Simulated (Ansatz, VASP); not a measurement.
## One calculation of C, two programs

INCAR

```
PREC     = Accurate       # precision mode
ENCUT    = 520            # plane-wave cutoff, eV
EDIFF    = 1E-6           # SCF threshold, eV
ISMEAR   = 0              # smearing method
SIGMA    = 0.15           # smearing width, eV
LREAL    = False          # projectors in reciprocal space
LASPH    = True           # aspherical terms in the spheres
NELM     = 100            # most SCF steps
ALGO     = Normal         # electronic algorithm
ISIF     = 2              # what is computed and relaxed
LWAVE    = False          # write WAVECAR
LCHARG   = False          # write CHGCAR
GGA      = PE             # functional
NBANDS   = 16             # bands
```

Contents of KPOINTS:

```
regular mesh
0
Gamma
  18 18 6
```

The input POSCAR:

```
C
1.0
    1.2620124491     -2.2855675599      0.0000000000
    1.2620124491      2.2855675599      0.0000000000
    0.0000000000      0.0000000000      8.7070207245
C
4
Direct
    0.0833329406      0.9166670594      0.7503043452
    0.5833329406      0.4166670594      0.2496956548
    0.9166670594      0.0833329406      0.2496956548
    0.4166670594      0.5833329406      0.7503043452
```

Input for Ansatz:

```yaml
crystal:
  lattice:
    - [1.2620124491, -2.2855675599, 0.0]
    - [1.2620124491, 2.2855675599, 0.0]
    - [0.0, 0.0, 8.7070207245]
  atoms:
    - { symbol: C, position: [0.0833329406, 0.9166670594, 0.7503043452] }
    - { symbol: C, position: [0.5833329406, 0.4166670594, 0.2496956548] }
    - { symbol: C, position: [0.9166670594, 0.0833329406, 0.2496956548] }
    - { symbol: C, position: [0.4166670594, 0.5833329406, 0.7503043452] }
basis:
  ecutwfc: 520.0
kpoints:
  mp_grid: { grid: [18, 18, 6] }
hamiltonian:
  xc: pbe
  pseudopotentials: { kind: paw, azcp: { folder: soft_1 } }
scf:
  occupations: { method: gaussian, width: 0.15 }
output:
  forces: true
  stress: true
  eigenvalues: true
```

Change from the starting cell: normal strain along x +0.0233, normal strain along y +0.0700.

Alike in both runs: task single point; functional PBE; k mesh 18 × 18 × 6; occupations gaussian, width 0.15 eV; no spin polarisation.

```csv
,VASP,Ansatz
version,VASP 6.6.1,Ansatz 0.2.0
potentials or method,"VASP PAW PBE potentials, release 64 (C), cutoff 520 eV","scalar-relativistic, plane waves, PAW"
valence electrons in the cell,16,16
```

|  | VASP | Ansatz | Ansatz less VASP |
| --- | --- | --- | --- |
| gap on the k mesh at the Fermi level (eV) | 0.36 | 0.35 | -0.001 |
| least direct gap on the mesh (eV) | 0.36 | 0.35 | -0.001 |
| pressure (GPa) | -23.0 | -23.3 | -0.25 |
| traceless stress, the component that is largest in VASP (GPa) | -23.64 | -23.74 | -0.099 |
| rms of the force components (eV/Å) | 0.013 | 0.020 | +0.0073 |

Atom by atom the forces differ by 0.007 eV/Å (rms over components).
